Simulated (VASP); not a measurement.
# Ni (Fm-3m) in VASP: single point with PBE

Aim: the single point of Ni with PBE.

All numbers are computed with VASP 6.6.1; they aren't measurements. Logs are shortened: lines on timing, memory, paths and dates and some standing lists are left out, and cuts for length are marked.

### Step 1. The cell of the first run

Symmetry: Fm-3m, No. 225, cubic system. The conventional cell has a = 3.534 Å, b = 3.534 Å, c = 3.534 Å, α = 90.00°, β = 90.00°, γ = 90.00°. Within 3.3 Å of Ni (site symmetry m-3m) lie 12 Ni at 2.50 Å.

### Step 2. Single point, PBE, collinear spin, ferromagnetic start

Contents of INCAR:

```
PREC = Accurate ; ENCUT = 520
EDIFF = 1E-6 ; ISMEAR = -1
SIGMA = 0.1 ; LREAL = F
LASPH = T ; NELM = 150
ALGO = Normal ; ISIF = 2
LWAVE = F ; LCHARG = F
ISPIN = 2 ; MAGMOM = 2 2
LORBIT = 11 ; LMAXMIX = 4
GGA = PE ; NBANDS = 21
```

Contents of KPOINTS:

```
Automatic mesh
0
Gamma
  11 11 11
```

Contents of POSCAR:

```
Ni
1.0
    3.5342000000      1.7671000000      1.7671000000
    1.7671000000      3.5342000000      1.7671000000
    1.7671000000      1.7671000000      3.5342000000
Ni
2
Direct
    0.0000000000      0.0000000000      0.0000000000
    0.5000000000      0.5000000000      0.5000000000
```

Potentials or basis: VASP PAW PBE potentials, release 64 (Ni).

Started as:

```bash
$ cat potpaw_PBE.64/Ni/POTCAR > POTCAR
$ mpirun -np 1 vasp_std > vasp.out
```

OUTCAR:

```text
PREC = Accurate
   ENCUT = 520
   EDIFF = 1E-6
   ISMEAR = -1
   LREAL = F
   LASPH = T
   NELM = 150
   ISIF = 2
   ISPIN = 2
   LORBIT = 11
   GGA = PE

 ion  position               nearest neighbor table
   1  0.000  0.000  0.000-   2 2.50   2 2.50   2 2.50   2 2.50   2 2.50   2 2.50
   2  0.500  0.500  0.500-   1 2.50   1 2.50   1 2.50   1 2.50   1 2.50   1 2.50

  LATTYP: Found a trigonal (rhomboedric) cell.
 ALAT       =     4.3284933245
 COS(alpha) =     0.8333333333

  Lattice vectors:

 A1 = (   3.5342000000,   1.7671000000,   1.7671000000)
 A2 = (   1.7671000000,   3.5342000000,   1.7671000000)
 A3 = (   1.7671000000,   1.7671000000,   3.5342000000)

Analysis of symmetry for initial positions (statically):
=====================================================================
 Subroutine PRICEL returns following result:

  LATTYP: Found a face centered cubic cell.
 ALAT       =     3.5342000000
[... 12 lines left out ...]
 Subroutine GETGRP returns: Found 12 space group operations
 (whereof 12 operations were pure point group operations)
 out of a pool of 12 trial point group operations.

The static configuration has the point symmetry D_3d.

Analysis of symmetry for dynamics (positions and initial velocities):
=====================================================================
 Subroutine PRICEL returns following result:

  LATTYP: Found a face centered cubic cell.
 ALAT       =     3.5342000000
[... 12 lines left out ...]
 Subroutine GETGRP returns: Found 12 space group operations
 (whereof 12 operations were pure point group operations)
 out of a pool of 12 trial point group operations.

The dynamic configuration has the point symmetry D_3d.

Analysis of structural, dynamic, and magnetic symmetry:
=====================================================================
 Subroutine PRICEL returns following result:

  LATTYP: Found a face centered cubic cell.
 ALAT       =     3.5342000000
[... 12 lines left out ...]
 Subroutine GETGRP returns: Found 12 space group operations
 (whereof 12 operations were pure point group operations)
 out of a pool of 12 trial point group operations.

The overall configuration has the point symmetry D_3d.

 Subroutine INISYM returns: Found 12 space group operations
 (whereof 12 operations are pure point group operations),
 and found     2 'primitive' translations

----------------------------------------------------------------------------------------

                                     Primitive cell

[... 102 lines left out ...]
   EFERMI =   0.00;   METHOD = LEGACY
   ISMEAR =    -1;   SIGMA  =   0.10  broadening in eV -4-tet -1-fermi 0-gaus
   EFERMI_NEDOS =   21; number of points for ismear=-14 and -15
   IALGO  =     38    algorithm
   IMIX   =      4    mixing-type and parameters
     AMIX     =   0.40;   BMIX     =  1.00
     AMIX_MAG =   1.60;   BMIX_MAG =  1.00
  volume/ion in A,a.u.               =      11.04        74.47
  Fermi-wavevector in a.u.,A,eV,Ry     =   1.584177  2.993660 34.145409  2.509617
  Thomas-Fermi vector in A             =   2.683835
   LORBIT       =     11    0 simple, 1 ext, 2 COOP (PROOUT), +10 PAW based schemes
   GGA     = PE    functional components
   LHFCALC =     F    Hartree Fock is set to
   AEXX    =    0.0000 exact exchange contribution
   IVDW    =     0    specifies the selected vdW correction
   LEPSILON=     F    determine dielectric tensor
   LRPA    =     F    only Hartree local field effects (RPA)
 spin polarized calculation
  energy-cutoff  :      520.00
  volume of cell :       22.07
 maximum number of plane-waves:       609
   NGX = 17   NGY = 17   NGZ = 17

 number of electron      20.0000009 magnetization       1.2024112

 Free energy of the ion-electron system (eV)
  ---------------------------------------------------
  ext. energy  EPLUGINS =         0.00000000
  ---------------------------------------------------
  free energy    TOTEN  =       -10.99525632 eV

  energy without entropy =      -10.88489256  energy(sigma->0) =      -10.94007444

 E-fermi :   9.1602     XC(G=0): -13.1716

 val. band max:        9.1559790676   @ k =   0.4545   0.0909   0.0909
 cond. band min:       9.1607952826   @ k =  -0.3636  -0.3636   0.1818
 fundamental gap:      0.0048162149
 Fermi energy:         9.1602421852

 spin component 1

 k-point     1 :       0.0000    0.0000    0.0000
  band No.  band energies     occupation
      1       0.2653      1.00000
      2       4.4332      1.00000
      3       6.8008      1.00000
      4       6.8008      1.00000
      5       6.8014      1.00000
      6       6.8135      1.00000
[... 565 lines left out ...]
     20      36.8470      0.00000
     21      38.0831      0.00000

 [... further k-points ...]

 spin component 2

 k-point     1 :       0.0000    0.0000    0.0000
  band No.  band energies     occupation
      1       0.2286      1.00000
      2       4.8410      1.00000
      3       7.4070      1.00000
      4       7.4070      1.00000
      5       7.5158      1.00000
      6       7.5158      1.00000
[... 565 lines left out ...]
     20      36.8526      0.00000
     21      37.9943      0.00000

 [... further k-points ...]
[... 5 lines left out ...]
  --------------------------------------------------------------------------------------
  -------------------------------------------------------------------------------------
  Total       -0.3350150     -0.3350150     -0.3350150      0.0100465      0.0100465      0.0100465
  in kB      -24.3182040    -24.3182040    -24.3182040      0.7292562      0.7292562      0.7292562
  external PRESSURE =     -24.3182040 kB  Pullay stress =       0.0000000 kB

 VOLUME and BASIS-vectors are now :
 -----------------------------------------------------------------------------
  energy-cutoff  :      520.00
  volume of cell :       22.07
      direct lattice vectors                 reciprocal lattice vectors
     3.534200000  1.767100000  1.767100000     0.424424198 -0.141474733 -0.141474733
     1.767100000  3.534200000  1.767100000    -0.141474733  0.424424198 -0.141474733
     1.767100000  1.767100000  3.534200000    -0.141474733 -0.141474733  0.424424198

 POSITION                                       TOTAL-FORCE (eV/Angst)
 -----------------------------------------------------------------------------------
      0.00000      0.00000      0.00000        -0.000000      0.000000      0.000000
      3.53420      3.53420      3.53420         0.000000     -0.000000     -0.000000
 -----------------------------------------------------------------------------------
    total drift:                               -0.000000      0.000000     -0.000000

  FREE ENERGIE OF THE ION-ELECTRON SYSTEM (eV)
  ---------------------------------------------------
  free  energy   TOTEN  =       -10.9952563173 eV

  energy  without entropy=      -10.8848925590  energy(sigma->0) =      -10.94007444

 total charge

# of ion       s       p       d       tot
------------------------------------------
    1        0.491   0.485   8.309   9.285
    2        0.491   0.485   8.309   9.285
--------------------------------------------------
tot          0.982   0.971  16.617  18.570

 magnetization (x)

# of ion       s       p       d       tot
------------------------------------------
    1       -0.007  -0.025   0.646   0.615
    2       -0.007  -0.025   0.646   0.615
--------------------------------------------------
tot         -0.014  -0.049   1.292   1.229
```

OSZICAR:

```text
N       E                     dE             d eps       ncg     rms          rms(c)
DAV:   1     0.978003104351E+02    0.97800E+02   -0.88352E+03 13325   0.135E+03
DAV:   2    -0.676475230665E+01   -0.10457E+03   -0.96184E+02 12569   0.234E+02
DAV:   3    -0.126115076865E+02   -0.58468E+01   -0.56569E+01 14089   0.640E+01
DAV:   4    -0.126892807596E+02   -0.77773E-01   -0.77704E-01 14102   0.684E+00
DAV:   5    -0.126916064867E+02   -0.23257E-02   -0.23256E-02 14085   0.117E+00    0.156E+01
DAV:   6    -0.117332406998E+02    0.95837E+00   -0.82686E+00 14440   0.593E+01    0.935E+00
DAV:   7    -0.110255347906E+02    0.70771E+00   -0.18284E+00 14423   0.250E+01    0.244E+00
DAV:   8    -0.110023229149E+02    0.23212E-01   -0.13830E-02 17330   0.142E+00    0.127E+00
DAV:   9    -0.109974267576E+02    0.48962E-02   -0.61932E-04 17533   0.244E-01    0.540E-01
DAV:  10    -0.109952296428E+02    0.21971E-02   -0.21835E-04 19020   0.348E-01    0.903E-02
DAV:  11    -0.109952652562E+02   -0.35613E-04   -0.52737E-05 15004   0.825E-02    0.278E-02
DAV:  12    -0.109952564973E+02    0.87589E-05   -0.25914E-06 15271   0.261E-02    0.199E-02
DAV:  13    -0.109952563173E+02    0.18000E-06   -0.21366E-06 12230   0.151E-02
   1 F= -.10995256E+02 E0= -.10940074E+02  d E =-.110364E+00  mag=     1.2029
```

stdout:

```text
POSCAR found type information on POSCAR Ni
 POSCAR found :  1 types and       2 ions
 scaLAPACK will be used
 LDA part: xc-table for (Slater+PW92), standard interpolation
 POSCAR, INCAR and KPOINTS ok, starting setup
 FFT: planning ... GRIDC
 FFT: planning ... GRID_SOFT
 FFT: planning ... GRID
 WAVECAR not read
 entering main loop
```

It used 460 s of CPU time on 1 thread of AMD EPYC 7R13 Processor (Zen 3) (shared host).

Results:

```yaml
Free_energy: -10.9953 eV
Pressure: -2.4 GPa
Net_moment: 1.20 μB per cell
Site_moments: Ni +0.61 μB
Valence_electrons_inside_the_program's_atomic_spheres: Ni 9.29
```

Stress tensor (GPa, compression positive):
```
-2.43  0.07  0.07
 0.07 -2.43  0.07
 0.07  0.07 -2.43
```

Levels at points of the mesh, in eV from the Fermi level:
Spin up:
```tsv
k point	band 9	band 10	band 11	band 12	band 13	band 14
(0.00, 0.00, 0.00)	-1.22	-0.57	-0.57	-0.25	5.59	22.12
```
Spin down:
```
           k point  band 6  band 7  band 8  band 9  band 10  band 11  band 12  band 13  band 14  band 15
(0.00, 0.00, 0.00)   -1.64   -1.64   -0.64   -0.64    -0.31     0.16     0.16     5.99    21.97    23.46
```
